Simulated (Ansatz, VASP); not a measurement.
## One calculation of MgO, two programs

File INCAR:

```
PREC = Accurate
ENCUT = 840
EDIFF = 1E-6
ISMEAR = 0
SIGMA = 0.01
LREAL = F
LASPH = T
NELM = 120
ALGO = Normal
ISIF = 2
LWAVE = F
LCHARG = F
GGA = CA
NBANDS = 15
GGA_COMPAT = F
```

Contents of KPOINTS:

```
Automatic mesh
0
Gamma
  10 10 10
```

POSCAR

```
MgO
1.0
    0.0000000000      2.1258429397      2.1258429397
    2.1258429397      0.0000000000      2.1258429397
    2.1258429397      2.1258429397      0.0000000000
Mg O
1 1
Direct
    0.0000000000      0.0000000000      0.0000000000
    0.5000000000      0.5000000000      0.5000000000
```

Input for Ansatz:

```yaml
crystal:
  lattice:
    - [0.0, 2.1258429397, 2.1258429397]
    - [2.1258429397, 0.0, 2.1258429397]
    - [2.1258429397, 2.1258429397, 0.0]
  atoms:
    - { symbol: Mg, position: [0.0, 0.0, 0.0] }
    - { symbol: O, position: [0.5, 0.5, 0.5] }
scf:
  occupations: { method: fixed }
output:
  forces: true
  stress: true
  eigenvalues: true
  write_density: true
  write_potential: true
  elf: true
  volumetric_format: npy
hamiltonian:
  xc: lda
basis:
  ecutwfc: 700
kpoints:
  mp_grid: { grid: [10, 10, 10] }
```

Alike in both runs: task single point; functional LDA; k mesh 10 × 10 × 10; no spin polarisation.

```csv
,VASP,Ansatz
version,VASP 6.6.1,Ansatz 0.2.0
potentials or method,"VASP PAW LDA potentials, release 64 (Mg_sv, O), cutoff 840 eV","scalar-relativistic, plane waves, PAW"
occupations,"gaussian, width 0.01 eV",fixed
valence electrons in the cell,16,16
```

|  | VASP | Ansatz | Ansatz less VASP |
| --- | --- | --- | --- |
| gap on the k mesh at the Fermi level (eV) | 4.40 | 4.39 | -0.010 |
| least direct gap on the mesh (eV) | 4.40 | 4.39 | -0.010 |
| pressure (GPa) | -9.5 | -9.9 | -0.36 |

LDA's correlation is that of Perdew and Zunger in VASP and of Perdew and Wang (1992) in Ansatz.
